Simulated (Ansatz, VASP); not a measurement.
MgO: VASP beside Ansatz

The input POSCAR:

```
MgO
1.0
    0.0000000000      2.1375000000      2.1375000000
    2.1375000000      0.0000000000      2.1375000000
    2.1375000000      2.1375000000      0.0000000000
Mg O
1 1
Direct
    0.0000000000      0.0000000000      0.0000000000
    0.5000000000      0.5000000000      0.5000000000
```

INCAR.step1

```
SYSTEM = MgO
ALGO = Normal
EDIFF = 1E-5
ENCUT = 750
GGA = PE
GGA_COMPAT = .FALSE.
ISMEAR = -1
LASPH = .TRUE.
LCHARG = .FALSE.
LREAL = .FALSE.
LWAVE = .TRUE.
NBANDS = 15
NELM = 120
PREC = Accurate
SIGMA = 0.02
```

The input INCAR.step2:

```
SYSTEM = MgO
ALGO = Normal
EDIFF = 1E-6
ENCUT = 750
GGA_COMPAT = .FALSE.
ISIF = 2
ISMEAR = -1
ISTART = 1
LASPH = .TRUE.
LCHARG = .TRUE.
LELF = .TRUE.
LMIXTAU = .TRUE.
LREAL = .FALSE.
LVHAR = .TRUE.
LWAVE = .FALSE.
METAGGA = R2SCAN
NBANDS = 15
NELM = 120
PREC = Accurate
SIGMA = 0.02
```

File KPOINTS:

```
k-points
0
G
  9 9 9
  0 0 0
```

Input for Ansatz:

```yaml
crystal:
  lattice:
    - [0.0, 2.1375, 2.1375]
    - [2.1375, 0.0, 2.1375]
    - [2.1375, 2.1375, 0.0]
  atoms:
    - { symbol: Mg, position: [0.0, 0.0, 0.0] }
    - { symbol: O, position: [0.5, 0.5, 0.5] }
hamiltonian:
  xc: r2scan
  pseudopotentials: { kind: paw }
basis:
  ecutwfc: 500
kpoints:
  mp_grid: { grid: [9, 9, 9] }
scf:
  occupations: { method: fermi_dirac, width: 0.02 }
  lower_state_search: "off"
output:
  forces: true
  stress: true
```

Alike in both runs: task single point; functional r2SCAN; k mesh 9 × 9 × 9; occupations fermi-dirac, width 0.02 eV; no spin polarisation.

```csv
,VASP,Ansatz
version,VASP 6.6.1,Ansatz 0.2.0
potentials or method,"VASP PAW PBE potentials, release 64 (Mg_sv, O), cutoff 750 eV","PAW, plane waves, scalar-relativistic"
valence electrons in the cell,16,16
```

|  | VASP | Ansatz | Ansatz less VASP |
| --- | --- | --- | --- |
| pressure (GPa) | -7.5 | -7.5 | -0.01 |

VASP's potentials were made for PBE, not for r2SCAN.
